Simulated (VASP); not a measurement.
Write the native input for VASP 6.6.1 that does the following.

- Task: single point
- Functional: PBEsol
- Potentials or basis: VASP PAW PBE potentials, release 64 (Be, Te)
- Cutoff: 600 eV
- k mesh: 8 × 8 × 8
- Occupations: gaussian, width 0.02 eV
- Spin: no spin polarisation
- Dipole correction: no
- Further INCAR settings: ALGO = Normal; EDIFF = 1e-06; NBANDS = 11

The structure of BeTe (a.bB) lies in POSCAR:

```
BeTe
1.0
    0.0000000000      2.8024895225      2.8024895225
    2.8024895225      0.0000000000      2.8024895225
    2.8024895225      2.8024895225      0.0000000000
Be Te
1 1
Direct
    0.0000000000      0.0000000000      0.0000000000
    0.2500000000      0.2500000000      0.2500000000
```

One way to write it, as run:

INCAR

```
SYSTEM = BeTe
ALGO = Normal
EDIFF = 1E-6
ENCUT = 600
GGA = PS
GGA_COMPAT = .False.
ISIF = 2
ISMEAR = 0
LASPH = .True.
LCHARG = .True.
LELF = .True.
LREAL = .False.
LVHAR = .True.
LWAVE = .False.
NBANDS = 11
NELM = 120
PREC = Accurate
SIGMA = 0.02
```

KPOINTS

```
k-points
0
Gamma
  8 8 8
  0 0 0
```

Potentials or basis: VASP PAW PBE potentials, release 64 (Be, Te).

Command:

```bash
$ cat potpaw_PBE.64/Be/POTCAR potpaw_PBE.64/Te/POTCAR > POTCAR
$ mpirun -np 1 vasp_std > vasp.out
```

It gave:

* Pressure: 0.3 GPa
* Band gap on the k mesh: 1.82 eV, indirect (least direct gap 3.59 eV)

Caveat: the PAW data sets were made with another functional, which shifts forces and pressure a little; spin-orbit coupling is left out, which moves the levels of the heavy elements.

Wall time 17 s on 1 thread of Intel Xeon 8259CL, with other jobs on the host, peak memory 0.18 GiB.
